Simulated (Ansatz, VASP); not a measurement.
MnH5 in VASP and in Ansatz

```
Mn H
1.0
     1.72766    0.99747    3.77899
    -1.72766    0.99747    3.77899
     0.00000   -1.99494    3.77899
Mn H
1 5
Direct
  0.50000 0.50000 0.50000
  0.00000 0.00000 0.50000
  0.50000 0.00000 0.00000
  0.00000 0.50000 0.00000
  0.35270 0.35270 0.35270
  0.64730 0.64730 0.64730
```

Alike in both runs: functional PBE; k mesh 12 × 12 × 12; occupations gaussian, width 0.1 eV; collinear spin.

Ansatz relaxed the structure, and its values are those at the end. VASP's run is a single point on that final structure, the one shown.

```csv
,VASP,Ansatz
version,VASP 6.6.1,Ansatz 0.2.0
potentials or method,"VASP PAW PBE potentials, release 64 (Mn_pv, H), cutoff 520 eV","scalar-relativistic, plane waves, PAW"
valence electrons in the cell,18,20
```

```csv
,VASP,Ansatz,Ansatz less VASP
gap on the k mesh at the Fermi level (eV),none,none,-
pressure (GPa),-0.2,0.0,+0.19
rms of the force components (eV/Å),0.003,0.000,-0.0031
net moment per atom (μB),0.44,0.44,0.000
size of the moment on the site where the two differ most (μB),2.71,2.09,-0.619
```

Site moments also hang on the region over which each program counts them. A gap of «none» marks a metal or a gap that the smearing closes. VASP's potentials hold 18 valence electrons a cell and Ansatz's 20, so a difference there can come from the potentials and not from the codes.
